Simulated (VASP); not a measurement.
BaTiO3, 5 atoms in the cell. The structure is tetragonal, space group P4mm (No. 99). Conventional cell: a = 4.105 Å, b = 4.105 Å, c = 4.032 Å, α = 90.00°, β = 90.00°, γ = 90.00°. Ba (site symmetry 4mm) has 12 O at 2.82 to 2.93 Å and 8 Ti at 3.50 to 3.57 Å within 3.7 Å. Ti (site symmetry 4mm) has 6 O at 1.83 to 2.21 Å within 2.4 Å. O (site symmetry 2mm) has 2 Ti at 2.06 Å within 2.7 Å. Within 2.4 Å of O (site symmetry 4mm) lie 2 Ti at 1.83 to 2.21 Å.  This cell differs from its parent crystal: biaxial strain in the a-b plane: +3.0 %, then relaxed in part.

* Program: VASP 6.6.1
* Task: single point
* Functional: PBE
* Potentials or basis: VASP PAW PBE potentials, release 64 (Ba_sv, Ti_sv, O_h)
* Cutoff: 1340 eV
* k mesh: 8 × 8 × 6
* Occupations: gaussian, width 0.02 eV
* Spin: no spin polarisation
* Dipole correction: no
* Further INCAR settings: ALGO = Normal; EDIFF = 1e-06; NBANDS = 28

Potentials or basis: VASP PAW PBE potentials, release 64 (Ba_sv, Ti_sv, O_h).

Run with:

```bash
$ cat potpaw_PBE.64/Ba_sv/POTCAR potpaw_PBE.64/Ti_sv/POTCAR potpaw_PBE.64/O_h/POTCAR > POTCAR
$ mpirun -np 1 vasp_std > vasp.out
```

Hardware: 1 thread of AMD EPYC 9R45 96-Core Processor (Zen 5), on a shared host.

Task: How long does it take, and how much memory?

Result: It took 4.7 min on 1 thread of AMD EPYC 9R45 96-Core Processor (Zen 5) (shared host), peak memory 0.64 GiB. Counts: scf iterations 17, k points 60.
